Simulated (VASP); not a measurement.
Here is a VASP 6.6.1 calculation.

INCAR

```
SYSTEM = MnRhCl
ALGO     = Normal         ! electronic algorithm
EDIFF    = 1E-6           ! SCF threshold, eV
ENCUT    = 520            ! plane-wave cutoff, eV
ISIF     = 2              ! what is computed and relaxed
ISMEAR   = -1             ! smearing method
LASPH    = .True.         ! aspherical terms in the spheres
LCHARG   = .False.        ! write CHGCAR
LREAL    = .False.        ! projectors in reciprocal space
LWAVE    = .False.        ! write WAVECAR
NBANDS   = 44             ! bands
NELM     = 80             ! most SCF steps
PREC     = Accurate       ! precision mode
SIGMA    = 0.1            ! smearing width, eV
```

The input KPOINTS:

```
k-points
0
Gamma
  5 5 3
  0 0 0
```

File POSCAR:

```
MnRhCl
1.0
    4.0050990000      0.0000000000      0.0000000000
    0.0000000000      4.0050990000      0.0000000000
    0.0000000000      0.0000000000      6.5973840000
Cl Mn Rh
2 2 2
Direct
    0.2500000000      0.2500000000      0.6526000000
    0.7500000000      0.7500000000      0.3474000000
    0.2500000000      0.2500000000      0.2091000000
    0.7500000000      0.7500000000      0.7909000000
    0.7500000000      0.2500000000      0.0000000000
    0.2500000000      0.7500000000      0.0000000000
```

Potentials or basis: VASP PAW LDA potentials, release 64 (Cl, Mn_pv, Rh_pv).

Launch:

```sh
$ cat potpaw_LDA.64/Cl/POTCAR potpaw_LDA.64/Mn_pv/POTCAR potpaw_LDA.64/Rh_pv/POTCAR > POTCAR
$ mpirun -np 1 vasp_std > vasp.out
```

Task: Estimate the band gap on the k mesh.

Result: Zero (band 35 reaches 6.38 eV, above the bottom of band 36 at 6.25 eV).

Task: Estimate the pressure.

Result: -12.8 GPa.

Task: Predict the largest force.

Result: 0.875 eV/Å.

Forces on the atoms (eV/Å):
```
Cl   0.000  0.000 -0.875
Cl   0.000  0.000  0.875
Mn   0.000  0.000 -0.680
Mn   0.000  0.000  0.680
Rh   0.000  0.000  0.000
Rh   0.000  0.000  0.000
```

Caveat: the run has no spin polarisation, though such a crystal can be magnetic. Spin polarisation is off, so any magnetic state and its effect on volume and gap are missing.
